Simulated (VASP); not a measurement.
# S (Fm-3m) in VASP: a series of runs

Runs on S. Level: PBE. Tasks: single point.

Program: VASP 6.6.1. These are calculated values, not measurements. Logs are shortened: lines on timing, memory, paths and dates and some standing lists are left out, and cuts for length are marked.

## (1) The cell of the first run

Symmetry: Fm-3m, No. 225, cubic system. The conventional cell has a = 3.958 Å, b = 3.958 Å, c = 3.958 Å, α = 90.00°, β = 90.00°, γ = 90.00°. S (site symmetry m-3m) has 12 S at 2.80 Å within 3.7 Å.

This isn't the form of S at room conditions, which is orthorhombic, of S8 rings.

## (2) Single point, PBE

File INCAR:

```
SYSTEM = S
PREC = Accurate ; ENCUT = 500
EDIFF = 1E-6 ; ISMEAR = 0
SIGMA = 0.05 ; LREAL = .False.
LASPH = .True. ; NELM = 120
ALGO = Normal ; ISIF = 2
LWAVE = .False. ; LCHARG = .False.
GGA = PE ; NBANDS = 9
GGA_COMPAT = .False.
```

File KPOINTS:

```
Automatic mesh
0
Gamma
  10 10 10
  0 0 0
```

File POSCAR:

```
S
1.0
    0.0000000000      1.9791639012      1.9791639012
    1.9791639012      0.0000000000      1.9791639012
    1.9791639012      1.9791639012      0.0000000000
S
1
Direct
    0.0000000000      0.0000000000      0.0000000000
```

Potentials or basis: VASP PAW PBE potentials, release 64 (S).

The run is started by

```console
cat potpaw_PBE.64/S/POTCAR > POTCAR
mpirun -np 1 vasp_std > vasp.out
```

OUTCAR:

```text
SYSTEM = S
   PREC = Accurate
   ENCUT = 500
   EDIFF = 1E-6
   ISMEAR = 0
   LREAL = .False.
   LASPH = .True.
   NELM = 120
   ISIF = 2
   GGA = PE

 ion  position               nearest neighbor table
   1  0.000  0.000  0.000-

  LATTYP: Found a face centered cubic cell.
 ALAT       =     3.9583278024

  Lattice vectors:

 A1 = (   0.0000000000,   1.9791639012,   1.9791639012)
 A2 = (   1.9791639012,   0.0000000000,   1.9791639012)
 A3 = (   1.9791639012,   1.9791639012,   0.0000000000)

Analysis of symmetry for initial positions (statically):
=====================================================================
 Subroutine PRICEL returns:
 Original cell was already a primitive cell.

 Routine SETGRP: Setting up the symmetry group for a
 face centered cubic supercell.

 Subroutine GETGRP returns: Found 48 space group operations
 (whereof 48 operations were pure point group operations)
 out of a pool of 48 trial point group operations.

The static configuration has the point symmetry O_h .

Analysis of symmetry for dynamics (positions and initial velocities):
=====================================================================
 Subroutine PRICEL returns:
 Original cell was already a primitive cell.

 Routine SETGRP: Setting up the symmetry group for a
 face centered cubic supercell.

 Subroutine GETGRP returns: Found 48 space group operations
 (whereof 48 operations were pure point group operations)
 out of a pool of 48 trial point group operations.

The dynamic configuration has the point symmetry O_h .

 Subroutine INISYM returns: Found 48 space group operations
 (whereof 48 operations are pure point group operations),
 and found     1 'primitive' translations

----------------------------------------------------------------------------------------

                                     Primitive cell

  volume of cell :      15.5051

  direct lattice vectors                    reciprocal lattice vectors
     0.000000000  1.979163901  1.979163901    -0.252631932  0.252631932  0.252631932
     1.979163901  0.000000000  1.979163901     0.252631932 -0.252631932  0.252631932
     1.979163901  1.979163901  0.000000000     0.252631932  0.252631932 -0.252631932

  length of vectors
     2.798960431  2.798960431  2.798960431     0.437571342  0.437571342  0.437571342

  position of ions in fractional coordinates (direct lattice)
     0.000000000  0.000000000  0.000000000

  ion indices of the primitive-cell ions
   primitive index   ion index
                 1           1

----------------------------------------------------------------------------------------

 KPOINTS: Automatic mesh

Automatic generation of k-mesh.
 Grid dimensions read from file:
 generate k-points for:   10   10   10

 Generating k-lattice:

  Cartesian coordinates                     Fractional coordinates (reciprocal lattice)
    -0.025263193  0.025263193  0.025263193     0.100000000  0.000000000  0.000000000
     0.025263193 -0.025263193  0.025263193     0.000000000  0.100000000  0.000000000
     0.025263193  0.025263193 -0.025263193     0.000000000  0.000000000  0.100000000

  Length of vectors
     0.043757134  0.043757134  0.043757134

  Shift w.r.t. Gamma in fractional coordinates (k-lattice)
     0.000000000  0.000000000  0.000000000

 Subroutine IBZKPT returns following result:
 ===========================================

 Found     47 irreducible k-points:

 Following reciprocal coordinates:
            Coordinates               Weight
  0.000000  0.000000  0.000000      1.000000
  0.100000  0.000000  0.000000      8.000000
  0.200000  0.000000  0.000000      8.000000
  0.300000  0.000000  0.000000      8.000000
  0.400000  0.000000  0.000000      8.000000
  0.500000  0.000000  0.000000      4.000000
[... 16 lines left out ...]
  0.300000  0.300000  0.000000      6.000000
  0.400000  0.300000  0.000000     24.000000
 [... further k-points ...]
   k-points           NKPTS =     47   k-points in BZ     NKDIM =     47   number of bands    NBANDS=      9
   number of dos      NEDOS =    301   number of ions     NIONS =      1
   total plane-waves  NPLWV =   8000
   dimension x,y,z NGX =    20 NGY =   20 NGZ =   20
   dimension x,y,z NGXF=    40 NGYF=   40 NGZF=   40
   ions per type =               1
   NGX,Y,Z   is equivalent  to a cutoff of  11.88, 11.88, 11.88 a.u.
   NGXF,Y,Z  is equivalent  to a cutoff of  23.76, 23.76, 23.76 a.u.
 SYSTEM =  S
   PREC   = accura    normal or accurate (medium, high low for compatibility)
   ISTART =      0    job   : 0-new  1-cont  2-samecut
   ICHARG =      2    charge: 1-file 2-atom 10-const
   ISPIN  =      1    spin polarized calculation?
   LNONCOLLINEAR =      F non collinear calculations
   LSORBIT =      F    spin-orbit coupling
   LASPH  =      T    aspherical Exc in radial PAW
   ENCUT  =  500.0 eV  36.75 Ry    6.06 a.u.   5.10  5.10  5.10*2*pi/ulx,y,z
   NELM   =    120;   NELMIN=  2; NELMDL= -5     # of ELM steps
   EDIFF  = 0.1E-05   stopping-criterion for ELM
   LREAL  =      F    real-space projection
   EDIFFG = 0.1E-04   stopping-criterion for IOM
   NSW    =      0    number of steps for IOM
   IBRION =     -1    ionic relax: 0-MD 1-quasi-New 2-CG
   NFREE  =      0    steps in history (QN), initial steepest desc. (CG)
   ISIF   =      2    stress and relaxation
   ISYM   =      2    0-nonsym 1-usesym 2-fastsym
   POTIM  = 0.5000    time-step for ionic-motion
   TEBEG  =    0.0;   TEEND  =   0.0 temperature during run
   PSTRESS=    0.0 pullay stress
   NELECT =       6.0000    total number of electrons
   NUPDOWN=      -1.0000    fix difference up-down
   EMIN   =  10.00;   EMAX   =-10.00  energy-range for DOS
   EFERMI =   0.00;   METHOD = LEGACY
   ISMEAR =     0;   SIGMA  =   0.05  broadening in eV -4-tet -1-fermi 0-gaus
   EFERMI_NEDOS =   21; number of points for ismear=-14 and -15
   IALGO  =     38    algorithm
   IMIX   =      4    mixing-type and parameters
     AMIX     =   0.40;   BMIX     =  1.00
     AMIX_MAG =   1.60;   BMIX_MAG =  1.00
  volume/ion in A,a.u.               =      15.51       104.63
  Fermi-wavevector in a.u.,A,eV,Ry     =   1.192981  2.254407 19.363858  1.423203
  Thomas-Fermi vector in A             =   2.329006
   LORBIT       =      0    0 simple, 1 ext, 2 COOP (PROOUT), +10 PAW based schemes
   GGA     = PE    functional components
   LHFCALC =     F    Hartree Fock is set to
   AEXX    =    0.0000 exact exchange contribution
   IVDW    =     0    specifies the selected vdW correction
   LEPSILON=     F    determine dielectric tensor
   LRPA    =     F    only Hartree local field effects (RPA)
 non-spin polarized calculation
 Gauss-broadening in eV      SIGMA  =   0.05
  energy-cutoff  :      500.00
  volume of cell :       15.51
 maximum number of plane-waves:       411
   NGX = 11   NGY = 11   NGZ = 11

 number of electron       6.0000001 magnetization

 Free energy of the ion-electron system (eV)
  ---------------------------------------------------
  ext. energy  EPLUGINS =         0.00000000
  ---------------------------------------------------
  free energy    TOTEN  =        -2.83938097 eV

  energy without entropy =       -2.83804601  energy(sigma->0) =       -2.83871349

 E-fermi :   7.6534     XC(G=0): -11.2783

 val. band max:        7.6511371021   @ k =   0.5000   0.3000   0.0000
 cond. band min:       7.9465442794   @ k =  -0.3000   0.3000   0.1000
 fundamental gap:      0.2954071772
 Fermi energy:         7.6533793101

 k-point     1 :       0.0000    0.0000    0.0000
  band No.  band energies     occupation
      1      -9.1759      2.00000
      2      11.0539      0.00000
      3      11.0539      0.00000
      4      11.0539      0.00000
      5      19.8744      0.00000
      6      19.8744      0.00000
      7      19.8744      0.00000
      8      22.4652      0.00000
      9      25.2984      0.00000

 k-point     2 :       0.1000    0.0000    0.0000
  band No.  band energies     occupation
      1      -8.9345      2.00000
      2       9.7627      0.00000
      3      10.8762      0.00000
      4      10.8762      0.00000
      5      19.4448      0.00000
      6      20.2688      0.00000
      7      20.2688      0.00000
      8      23.2485      0.00000
      9      24.6456      0.00000

 k-point     3 :       0.2000    0.0000    0.0000
  band No.  band energies     occupation
      1      -8.2232      2.00000
      2       6.9855      2.00000
      3      10.4773      0.00000
      4      10.4773      0.00000
      5      18.5694      0.00000
      6      20.7157      0.00000
      7      20.7157      0.00000
      8      24.2268      0.00000
      9      24.2270      0.00000

 k-point     4 :       0.3000    0.0000    0.0000
  band No.  band energies     occupation
      1      -7.0959      2.00000
      2       3.9734      2.00000
      3      10.0784      0.00000
      4      10.0784      0.00000
      5      17.8446      0.00000
      6      20.0990      0.00000
      7      20.0990      0.00000
      8      25.7696      0.00000
      9      25.8557      0.00000
[... 205 lines left out ...]
 k-point    22 :      -0.2000    0.2000    0.0000
  band No.  band energies     occupation
      1      -6.7142      2.00000
      2       4.9473      2.00000
      3       6.5800      2.00000
      4      10.2245      0.00000
      5      18.9295      0.00000
      6      20.2061      0.00000
      7      21.6427      0.00000
      8      22.5191      0.00000
      9      23.6472      0.00000

 k-point    23 :       0.3000    0.3000    0.0000
  band No.  band energies     occupation
      1      -6.3814      2.00000
      2       5.4265      2.00000
      3       7.9541      0.00000
      4       7.9541      0.00000
      5      14.9419      0.00000
      6      15.6732      0.00000
      7      26.1805      0.00000
      8      26.1805      0.00000
      9      27.7536      0.00000

 k-point    24 :       0.4000    0.3000    0.0000
  band No.  band energies     occupation
      1      -5.3349      2.00000
      2       3.8637      2.00000
      3       6.8174      2.00000
      4       7.6207      1.64427
      5      14.6136      0.00000
      6      15.7095      0.00000
      7      26.0622      0.00000
      8      26.5933      0.00000
      9      29.6151      0.00000

 [... further k-points ...]
[... 5 lines left out ...]
  --------------------------------------------------------------------------------------
  -------------------------------------------------------------------------------------
  Total        0.0973608      0.0973608      0.0973608      0.0000000     -0.0000000      0.0000000
  in kB       10.0604942     10.0604942     10.0604942      0.0000000     -0.0000000      0.0000000
  external PRESSURE =      10.0604942 kB  Pullay stress =       0.0000000 kB

 VOLUME and BASIS-vectors are now :
 -----------------------------------------------------------------------------
  energy-cutoff  :      500.00
  volume of cell :       15.51
      direct lattice vectors                 reciprocal lattice vectors
     0.000000000  1.979163901  1.979163901    -0.252631932  0.252631932  0.252631932
     1.979163901  0.000000000  1.979163901     0.252631932 -0.252631932  0.252631932
     1.979163901  1.979163901  0.000000000     0.252631932  0.252631932 -0.252631932

 POSITION                                       TOTAL-FORCE (eV/Angst)
 -----------------------------------------------------------------------------------
      0.00000      0.00000      0.00000        -0.000000     -0.000000      0.000000
 -----------------------------------------------------------------------------------
    total drift:                               -0.000000      0.000000      0.000000

  FREE ENERGIE OF THE ION-ELECTRON SYSTEM (eV)
  ---------------------------------------------------
  free  energy   TOTEN  =        -2.8393809651 eV

  energy  without entropy=       -2.8380460119  energy(sigma->0) =       -2.83871349
```

Wall time 5.7 s (1 thread of AMD EPYC 7R43 (Zen 3), shared host); peak memory 0.08 GiB.

What came out:

* Free energy: -2.8394 eV
* Pressure: 1.0 GPa
* Band gap on the k mesh: zero (bands 3 and 4 overlap by 5.78 eV)

## (3) Single point, PBE

This run uses another cell than the first one, of 15.82 Å³/atom.

File INCAR:

```
SYSTEM = S
PREC     = Accurate       ! precision mode
ENCUT    = 500            ! plane-wave cutoff, eV
EDIFF    = 1E-6           ! SCF threshold, eV
ISMEAR   = 0              ! smearing method
SIGMA    = 0.05           ! smearing width, eV
LREAL    = .FALSE.        ! projectors in reciprocal space
LASPH    = .TRUE.         ! aspherical terms in the spheres
NELM     = 120            ! most SCF steps
ALGO     = Normal         ! electronic algorithm
ISIF     = 2              ! what is computed and relaxed
LWAVE    = .FALSE.        ! write WAVECAR
LCHARG   = .FALSE.        ! write CHGCAR
GGA      = PE             ! functional
NBANDS   = 9              ! bands
GGA_COMPAT= .FALSE.
```

File KPOINTS:

```
Automatic mesh
0
G
  10 10 10
  0 0 0
```

File POSCAR:

```
S
1.0
    0.0000000000      1.9925370359      1.9925370359
    1.9925370359      0.0000000000      1.9925370359
    1.9925370359      1.9925370359      0.0000000000
S
1
Direct
    0.0000000000      0.0000000000      0.0000000000
```

Potentials or basis: VASP PAW PBE potentials, release 64 (S).

The run is started by

```console
cat potpaw_PBE.64/S/POTCAR > POTCAR
mpirun -np 1 vasp_std > vasp.out
```

OUTCAR:

```text
SYSTEM = S
   PREC = Accurate
   ENCUT = 500
   EDIFF = 1E-6
   ISMEAR = 0
   LREAL = .FALSE.
   LASPH = .TRUE.
   NELM = 120
   ISIF = 2
   GGA = PE

 ion  position               nearest neighbor table
   1  0.000  0.000  0.000-

  LATTYP: Found a face centered cubic cell.
 ALAT       =     3.9850740718

  Lattice vectors:

 A1 = (   0.0000000000,   1.9925370359,   1.9925370359)
 A2 = (   1.9925370359,   0.0000000000,   1.9925370359)
 A3 = (   1.9925370359,   1.9925370359,   0.0000000000)

Analysis of symmetry for initial positions (statically):
=====================================================================
 Subroutine PRICEL returns:
 Original cell was already a primitive cell.

 Routine SETGRP: Setting up the symmetry group for a
 face centered cubic supercell.

 Subroutine GETGRP returns: Found 48 space group operations
[... 158 lines left out ...]
  ext. energy  EPLUGINS =         0.00000000
  ---------------------------------------------------
  free energy    TOTEN  =        -2.83985018 eV

  energy without entropy =       -2.83838126  energy(sigma->0) =       -2.83911572

 E-fermi :   7.3591     XC(G=0): -11.1810

 val. band max:        7.3532129135   @ k =   0.5000   0.3000   0.0000
 cond. band min:       7.6299168201   @ k =   0.2000   0.1000   0.0000
 fundamental gap:      0.2767039066
 Fermi energy:         7.3591430083

 k-point     1 :       0.0000    0.0000    0.0000
  band No.  band energies     occupation
      1      -9.2662      2.00000
      2      10.6482      0.00000
      3      10.6482      0.00000
      4      10.6482      0.00000
      5      19.5707      0.00000
      6      19.5707      0.00000
      7      19.5707      0.00000
      8      21.8489      0.00000
      9      24.9005      0.00000
[... 265 lines left out ...]
 k-point    24 :       0.4000    0.3000    0.0000
  band No.  band energies     occupation
      1      -5.5233      2.00000
      2       3.6068      2.00000
      3       6.5536      2.00000
      4       7.3243      1.67496
      5      14.3755      0.00000
      6      15.4353      0.00000
      7      25.6268      0.00000
      8      26.1101      0.00000
      9      29.1307      0.00000

 [... further k-points ...]
[... 5 lines left out ...]
  --------------------------------------------------------------------------------------
  -------------------------------------------------------------------------------------
  Total       -0.0664584     -0.0664584     -0.0664584     -0.0000000      0.0000000     -0.0000000
  in kB       -6.7299378     -6.7299378     -6.7299378     -0.0000000      0.0000000     -0.0000000
  external PRESSURE =      -6.7299378 kB  Pullay stress =       0.0000000 kB

 VOLUME and BASIS-vectors are now :
 -----------------------------------------------------------------------------
  energy-cutoff  :      500.00
  volume of cell :       15.82
      direct lattice vectors                 reciprocal lattice vectors
     0.000000000  1.992537036  1.992537036    -0.250936365  0.250936365  0.250936365
     1.992537036  0.000000000  1.992537036     0.250936365 -0.250936365  0.250936365
     1.992537036  1.992537036  0.000000000     0.250936365  0.250936365 -0.250936365

 POSITION                                       TOTAL-FORCE (eV/Angst)
 -----------------------------------------------------------------------------------
      0.00000      0.00000      0.00000         0.000000      0.000000      0.000000
 -----------------------------------------------------------------------------------
    total drift:                                0.000000     -0.000000      0.000000

  FREE ENERGIE OF THE ION-ELECTRON SYSTEM (eV)
  ---------------------------------------------------
  free  energy   TOTEN  =        -2.8398501825 eV

  energy  without entropy=       -2.8383812619  energy(sigma->0) =       -2.83911572
```

OSZICAR:

```text
N       E                     dE             d eps       ncg     rms          rms(c)
DAV:   1     0.700402408318E+01    0.70040E+01   -0.29516E+03   878   0.547E+02
DAV:   2    -0.265829807897E+01   -0.96623E+01   -0.94054E+01  1266   0.752E+01
DAV:   3    -0.284251319842E+01   -0.18422E+00   -0.18366E+00  1010   0.887E+00
DAV:   4    -0.284299911883E+01   -0.48592E-03   -0.48587E-03  1218   0.522E-01
DAV:   5    -0.284299930595E+01   -0.18713E-06   -0.18750E-06   983   0.994E-03    0.755E+00
DAV:   6    -0.284020116302E+01    0.27981E-02   -0.41490E-03   934   0.353E-01    0.450E+00
DAV:   7    -0.283990828747E+01    0.29288E-03   -0.63050E-03   904   0.455E-01    0.142E-01
DAV:   8    -0.283984932596E+01    0.58962E-04   -0.31195E-04   934   0.966E-02    0.206E-02
DAV:   9    -0.283985018253E+01   -0.85658E-06   -0.24102E-06  1052   0.123E-02
   1 F= -.28398502E+01 E0= -.28391157E+01  d E =-.146892E-02
```

stdout:

```text
POSCAR found type information on POSCAR S
 POSCAR found :  1 types and       1 ions
 scaLAPACK will be used
 LDA part: xc-table for (Slater+PW92), standard interpolation
 POSCAR, INCAR and KPOINTS ok, starting setup
 FFT: planning ... GRIDC
 FFT: planning ... GRID_SOFT
 FFT: planning ... GRID
 WAVECAR not read
 entering main loop
```

Wall time 9.3 s (1 thread of AMD EPYC 7R43 (Zen 3), shared host); peak memory 0.09 GiB.

What came out:

```yaml
Free_energy: -2.8399 eV
Pressure: -0.7 GPa
Band_gap_on_the_k_mesh: zero (bands 3 and 4 overlap by 5.59 eV)
```

Levels at points of the mesh, in eV from the Fermi level:
```tsv
k point	band 1	band 2	band 3	band 4	band 5	band 6
(0.00, 0.00, 0.00)	-16.63	3.29	3.29	3.29	12.21	12.21
(0.50, 0.00, 0.00)	-12.52	-7.31	1.99	1.99	9.55	11.44
(0.50, 0.50, 0.00)	-10.88	-6.32	-0.73	-0.73	5.48	5.99
```

## (4) Single point, PBE

This run uses another cell than the first one, of 16.14 Å³/atom.

File INCAR:

```
SYSTEM = S
  PREC = Accurate
  ENCUT = 500
  EDIFF = 1E-6
  ISMEAR = 0
  SIGMA = 0.05
  LREAL = .FALSE.
  LASPH = .TRUE.
  NELM = 120
  ALGO = Normal
  ISIF = 2
  LWAVE = .FALSE.
  LCHARG = .TRUE.
  GGA = PE
  LELF = .TRUE.
  LVHAR = .TRUE.
  NBANDS = 9
  GGA_COMPAT = .FALSE.
```

KPOINTS is that of step 3.

File POSCAR:

```
S
1.0
    0.0000000000      2.0057330300      2.0057330300
    2.0057330300      0.0000000000      2.0057330300
    2.0057330300      2.0057330300      0.0000000000
S
1
Direct
    0.0000000000      0.0000000000      0.0000000000
```

The run is started by

```console
cat potpaw_PBE.64/S/POTCAR > POTCAR
mpirun -np 1 vasp_std > vasp.out
```

Wall time 8.3 s (1 thread of AMD EPYC 7R43 (Zen 3), shared host); peak memory 0.09 GiB.

The run converged. Its results:

```
Free energy            : -2.8372 eV
Pressure               : -2.2 GPa
Band gap on the k mesh : zero (bands 3 and 4 overlap by 5.40 eV)
```

Levels at points of the mesh, in eV from the Fermi level:
```csv
k point,band 1,band 2,band 3,band 4,band 5,band 6,band 7,band 8
"(0.00, 0.00, 0.00)",-16.43,3.18,3.18,3.18,12.20,12.20,12.20,14.18
"(0.50, 0.00, 0.00)",-12.46,-7.14,1.92,1.92,9.48,11.44,11.44,17.18
"(0.50, 0.50, 0.00)",-10.88,-6.17,-0.72,-0.72,5.53,6.08,21.78,23.10
```

## (5) Overview

| cell | gap on the mesh (eV) | pressure (GPa) |
| --- | --- | --- |
| a = 2.799 Å, angles 60.0°, 1 atom | none | 1.0 |
| a = 2.818 Å, angles 60.0°, 1 atom | none | -0.7 |
| a = 2.837 Å, angles 60.0°, 1 atom | none | -2.2 |

Alike in all rows: task single point; level PBE; potentials or basis VASP PAW PBE potentials, release 64 (S); no spin polarisation; k mesh 10 × 10 × 10; cutoff (eV) 500; smearing gaussian 0.05 eV.

Absolute energies hang on the potentials; compare differences alone.
